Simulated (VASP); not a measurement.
# Li in VASP: a series of runs

Runs on Li. Level: PBE. Tasks: single point.

Everything below comes from runs of VASP 6.6.1. Logs are shortened: lines on timing, memory, paths and dates and some standing lists are left out, and cuts for length are marked.

### Step 1. The cell of the first run

The cell holds a sheet with vacuum, 2 atoms: a = 3.619 Å, b = 3.619 Å, c = 15.000 Å, α = 90.00°, β = 90.00°, γ = 120.00°.

### Step 2. Single point, PBE

Contents of INCAR:

```
PREC = Accurate ; ENCUT = 520
EDIFF = 1E-6 ; ISMEAR = 0
SIGMA = 0.1 ; LREAL = F
LASPH = T ; NELM = 100
ALGO = Normal ; ISIF = 2
LWAVE = F ; LCHARG = F
LDIPOL = T ; IDIPOL = 3
DIPOL = 0.5 0.5 0.500 ; GGA = PE
NBANDS = 10
```

Contents of KPOINTS:

```
Automatic mesh
0
Gamma
  6 6 1
```

Contents of POSCAR:

```
Li
1.0
    3.6189360000      0.0000000000      0.0000000000
   -1.8094680000      3.1340910000      0.0000000000
    0.0000000000      0.0000000000     15.0000000000
Li
2
Direct
    0.6666666700      0.3333333300      0.4996770900
    0.3333333300      0.6666666700      0.5003229100
```

Potentials or basis: VASP PAW PBE potentials, release 64 (Li_sv).

Command:

```console
$ cat potpaw_PBE.64/Li_sv/POTCAR > POTCAR
$ mpirun -np 1 vasp_std > vasp.out
```

OUTCAR:

```text
PREC = Accurate
   ENCUT = 520
   EDIFF = 1E-6
   ISMEAR = 0
   LREAL = F
   LASPH = T
   NELM = 100
   ISIF = 2
   GGA = PE

 ion  position               nearest neighbor table
   1  0.667  0.333  0.500-   2 2.09   2 2.09   2 2.09
   2  0.333  0.667  0.500-   1 2.09   1 2.09   1 2.09

  LATTYP: Found a hexagonal cell.
 ALAT       =     3.6189360000
 C/A-ratio  =     4.1448646785

  Lattice vectors:

 A1 = (   3.6189360000,   0.0000000000,   0.0000000000)
 A2 = (  -1.8094680000,   3.1340910000,   0.0000000000)
 A3 = (   0.0000000000,   0.0000000000,  15.0000000000)

Analysis of symmetry for initial positions (statically):
=====================================================================
 Subroutine PRICEL returns:
 Original cell was already a primitive cell.

 Routine SETGRP: Setting up the symmetry group for a
 hexagonal supercell.

 Subroutine GETGRP returns: Found 12 space group operations
 (whereof 12 operations were pure point group operations)
 out of a pool of 24 trial point group operations.

The static configuration has the point symmetry D_3d.

Analysis of symmetry for dynamics (positions and initial velocities):
=====================================================================
 Subroutine PRICEL returns:
 Original cell was already a primitive cell.

 Routine SETGRP: Setting up the symmetry group for a
 hexagonal supercell.

 Subroutine GETGRP returns: Found 12 space group operations
 (whereof 12 operations were pure point group operations)
 out of a pool of 24 trial point group operations.

The dynamic configuration has the point symmetry D_3d.

 Subroutine INISYM returns: Found 12 space group operations
 (whereof 12 operations are pure point group operations),
 and found     1 'primitive' translations

----------------------------------------------------------------------------------------

                                     Primitive cell

  volume of cell :     170.1311

  direct lattice vectors                    reciprocal lattice vectors
     3.618936000  0.000000000  0.000000000     0.276324312  0.159535891  0.000000000
    -1.809468000  3.134091000  0.000000000     0.000000000  0.319071782  0.000000000
     0.000000000  0.000000000 15.000000000     0.000000000  0.000000000  0.066666667

  length of vectors
     3.618936000  3.618936424 15.000000000     0.319071819  0.319071782  0.066666667

  position of ions in fractional coordinates (direct lattice)
     0.666666670  0.333333330  0.499677090
     0.333333330  0.666666670  0.500322910

  ion indices of the primitive-cell ions
   primitive index   ion index
                 1           1
                 2           2

----------------------------------------------------------------------------------------

 KPOINTS: Automatic mesh

Automatic generation of k-mesh.
 Grid dimensions read from file:
 generate k-points for:    6    6    1

 Generating k-lattice:

  Cartesian coordinates                     Fractional coordinates (reciprocal lattice)
     0.046054052  0.026589315  0.000000000     0.166666667  0.000000000  0.000000000
     0.000000000  0.053178630  0.000000000     0.000000000  0.166666667  0.000000000
     0.000000000  0.000000000  0.066666667     0.000000000  0.000000000  1.000000000

  Length of vectors
     0.053178637  0.053178630  0.066666667

  Shift w.r.t. Gamma in fractional coordinates (k-lattice)
     0.000000000  0.000000000  0.000000000

 Subroutine IBZKPT returns following result:
 ===========================================

 Found      7 irreducible k-points:

 Following reciprocal coordinates:
            Coordinates               Weight
  0.000000  0.000000  0.000000      1.000000
  0.166667 -0.000000  0.000000      6.000000
  0.333333 -0.000000  0.000000      6.000000
  0.500000 -0.000000  0.000000      3.000000
  0.166667  0.166667  0.000000      6.000000
  0.333333  0.166667  0.000000     12.000000
  0.333333  0.333333  0.000000      2.000000
   k-points           NKPTS =      7   k-points in BZ     NKDIM =      7   number of bands    NBANDS=     10
   number of dos      NEDOS =    301   number of ions     NIONS =      2
   total plane-waves  NPLWV =  87808
   dimension x,y,z NGX =    28 NGY =   28 NGZ =  112
   dimension x,y,z NGXF=    56 NGYF=   56 NGZF=  224
   ions per type =               2
   NGX,Y,Z   is equivalent  to a cutoff of  12.86, 12.86, 12.41 a.u.
   NGXF,Y,Z  is equivalent  to a cutoff of  25.73, 25.73, 24.83 a.u.
 SYSTEM =  unknown system
   PREC   = accura    normal or accurate (medium, high low for compatibility)
   ISTART =      0    job   : 0-new  1-cont  2-samecut
   ICHARG =      2    charge: 1-file 2-atom 10-const
   ISPIN  =      1    spin polarized calculation?
   LNONCOLLINEAR =      F non collinear calculations
   LSORBIT =      F    spin-orbit coupling
   LASPH  =      T    aspherical Exc in radial PAW
   ENCUT  =  520.0 eV  38.22 Ry    6.18 a.u.   6.73  6.73 27.89*2*pi/ulx,y,z
   NELM   =    100;   NELMIN=  2; NELMDL= -5     # of ELM steps
   EDIFF  = 0.1E-05   stopping-criterion for ELM
   LREAL  =      F    real-space projection
   EDIFFG = 0.1E-04   stopping-criterion for IOM
   NSW    =      0    number of steps for IOM
   IBRION =     -1    ionic relax: 0-MD 1-quasi-New 2-CG
   NFREE  =      0    steps in history (QN), initial steepest desc. (CG)
   ISIF   =      2    stress and relaxation
   ISYM   =      2    0-nonsym 1-usesym 2-fastsym
   POTIM  = 0.5000    time-step for ionic-motion
   TEBEG  =    0.0;   TEEND  =   0.0 temperature during run
   PSTRESS=    0.0 pullay stress
   NELECT =       6.0000    total number of electrons
   NUPDOWN=      -1.0000    fix difference up-down
   EMIN   =  10.00;   EMAX   =-10.00  energy-range for DOS
   EFERMI =   0.00;   METHOD = LEGACY
   ISMEAR =     0;   SIGMA  =   0.10  broadening in eV -4-tet -1-fermi 0-gaus
   EFERMI_NEDOS =   21; number of points for ismear=-14 and -15
   IALGO  =     38    algorithm
   IMIX   =      4    mixing-type and parameters
     AMIX     =   0.40;   BMIX     =  1.00
     AMIX_MAG =   1.60;   BMIX_MAG =  1.00
  volume/ion in A,a.u.               =      85.07       574.05
  Fermi-wavevector in a.u.,A,eV,Ry     =   0.536864  1.014525  3.921506  0.288223
  Thomas-Fermi vector in A             =   1.562377
   LORBIT       =      0    0 simple, 1 ext, 2 COOP (PROOUT), +10 PAW based schemes
   GGA     = PE    functional components
   LHFCALC =     F    Hartree Fock is set to
   AEXX    =    0.0000 exact exchange contribution
   IVDW    =     0    specifies the selected vdW correction
   LEPSILON=     F    determine dielectric tensor
   LRPA    =     F    only Hartree local field effects (RPA)
 non-spin polarized calculation
 Gauss-broadening in eV      SIGMA  =   0.10
  energy-cutoff  :      520.00
  volume of cell :      170.13
 maximum number of plane-waves:      4617
 NGX is ok and might be reduce to    28
   NGX = 13   NGY = 13   NGZ = 55

 dipolmoment           0.000000      0.000000      0.000000 electrons x Angstroem

 number of electron       6.0000001 magnetization

 dipolmoment           0.000000      0.000000     -0.000000 electrons x Angstroem

 Free energy of the ion-electron system (eV)
  ---------------------------------------------------
  ext. energy  EPLUGINS =         0.00000000
  ---------------------------------------------------
  free energy    TOTEN  =        -1.52547895 eV

  energy without entropy =       -1.52224880  energy(sigma->0) =       -1.52386387

 E-fermi :  -2.6382     XC(G=0):  -2.4245

 val. band max:       -2.6383780483   @ k =   0.3333   0.3333   0.0000
 cond. band min:      -2.4053463867   @ k =   0.1667  -0.0000   0.0000
 fundamental gap:      0.2330316616
 Fermi energy:        -2.6382203552

 k-point     1 :       0.0000    0.0000    0.0000
  band No.  band energies     occupation
      1     -50.3418      2.00000
      2     -50.0021      2.00000
      3      -4.7818      2.00000
      4      -2.8216      1.99050
      5       0.5201      0.00000
      6       1.3200      0.00000
      7       1.8920      0.00000
      8       3.6234      0.00000
      9       3.6234      0.00000
     10       4.2307      0.00000

 k-point     2 :       0.1667   -0.0000    0.0000
  band No.  band energies     occupation
      1     -50.3217      2.00000
      2     -50.0222      2.00000
      3      -4.5066      2.00000
      4      -2.4053      0.00099
      5       0.8994      0.00000
      6       1.7412      0.00000
      7       2.0593      0.00000
      8       2.4518      0.00000
      9       2.6266      0.00000
     10       4.6425      0.00000

 k-point     3 :       0.3333   -0.0000    0.0000
  band No.  band energies     occupation
      1     -50.2698      2.00000
      2     -50.0738      2.00000
      3      -3.7367      2.00000
      4      -1.1675      0.00000
      5      -0.0150      0.00000
      6       1.5513      0.00000
      7       2.1923      0.00000
      8       2.9771      0.00000
      9       3.5310      0.00000
     10       3.9410      0.00000

 k-point     4 :       0.5000   -0.0000    0.0000
  band No.  band energies     occupation
      1     -50.2283      2.00000
      2     -50.1153      2.00000
      3      -2.9998      2.00000
      4      -1.2194      0.00000
      5       0.4907      0.00000
      6       1.1687      0.00000
      7       1.4359      0.00000
      8       4.0744      0.00000
      9       4.3094      0.00000
     10       5.0590      0.00000

 k-point     5 :       0.1667    0.1667    0.0000
  band No.  band energies     occupation
      1     -50.2850      2.00000
      2     -50.0587      2.00000
      3      -3.9808      2.00000
      4      -1.5770      0.00000
      5       0.8115      0.00000
      6       1.2665      0.00000
      7       1.8484      0.00000
      8       2.5793      0.00000
      9       3.1585      0.00000
     10       5.4749      0.00000

 k-point     6 :       0.3333    0.1667    0.0000
  band No.  band energies     occupation
      1     -50.2283      2.00000
      2     -50.1152      2.00000
      3      -3.1041      2.00000
      4      -0.7158      0.00000
      5       0.0375      0.00000
      6       0.5289      0.00000
      7       2.6383      0.00000
      8       3.4081      0.00000
      9       4.2514      0.00000
     10       4.7522      0.00000

 k-point     7 :       0.3333    0.3333    0.0000
  band No.  band energies     occupation
      1     -50.1718      2.00000
      2     -50.1718      2.00000
      3      -2.6384      1.00178
      4      -0.5986      0.00000
      5      -0.5986      0.00000
      6       1.7467      0.00000
      7       1.7467      0.00000
      8       3.3233      0.00000
      9       5.2908      0.00000
     10       5.4421      0.00000

------------------------ aborting loop because EDIFF is reached ----------------------------------------

 vacuum level on the upper side and lower side of the slab       (xc-potential included)        -0.120        -0.120

  FORCE on cell =-STRESS in cart. coord.  units (eV):
  Direction    XX          YY          ZZ          XY          YZ          ZX
  --------------------------------------------------------------------------------------
  -------------------------------------------------------------------------------------
  Total        2.6671199      2.6671207     -0.0385479      0.0000000      0.0000000      0.0000000
  in kB       25.1170918     25.1170996     -0.3630177      0.0000000      0.0000000      0.0000000
  external PRESSURE =      16.6237246 kB  Pullay stress =       0.0000000 kB

 VOLUME and BASIS-vectors are now :
 -----------------------------------------------------------------------------
  energy-cutoff  :      520.00
  volume of cell :      170.13
      direct lattice vectors                 reciprocal lattice vectors
     3.618936000  0.000000000  0.000000000     0.276324312  0.159535891  0.000000000
    -1.809468000  3.134091000  0.000000000     0.000000000  0.319071782  0.000000000
     0.000000000  0.000000000 15.000000000     0.000000000  0.000000000  0.066666667

 POSITION                                       TOTAL-FORCE (eV/Angst)
 -----------------------------------------------------------------------------------
      1.80947      1.04470      7.49516         0.000000      0.000000     -0.024228
     -0.00000      2.08939      7.50484        -0.000000      0.000000      0.024228
 -----------------------------------------------------------------------------------
    total drift:                                0.000000     -0.000000      0.000000

  FREE ENERGIE OF THE ION-ELECTRON SYSTEM (eV)
  ---------------------------------------------------
  free  energy   TOTEN  =        -1.5254789482 eV

  energy  without entropy=       -1.5222488006  energy(sigma->0) =       -1.52386387

 vacuum level on the upper side and lower side of the slab         0.969         0.969
```

It took 32 s on 1 thread of Intel Xeon 8259CL, shared host; peak memory 0.25 GiB.

Results:

- Free energy: -1.5255 eV
- Largest force: 0.024 eV/Å
- Band gap on the k mesh: zero (band 3 reaches -2.64 eV, above the bottom of band 4 at -2.82 eV)

Forces on the atoms (eV/Å):
```
Li   0.000  0.000 -0.024
Li   0.000  0.000  0.024
```

Caveat: the cutoff is under 1.25 times the usual one of these potentials, so pressure, stress and relaxed cells hold a basis-set (Pulay) error.

(Continued in part 2 of 2.)
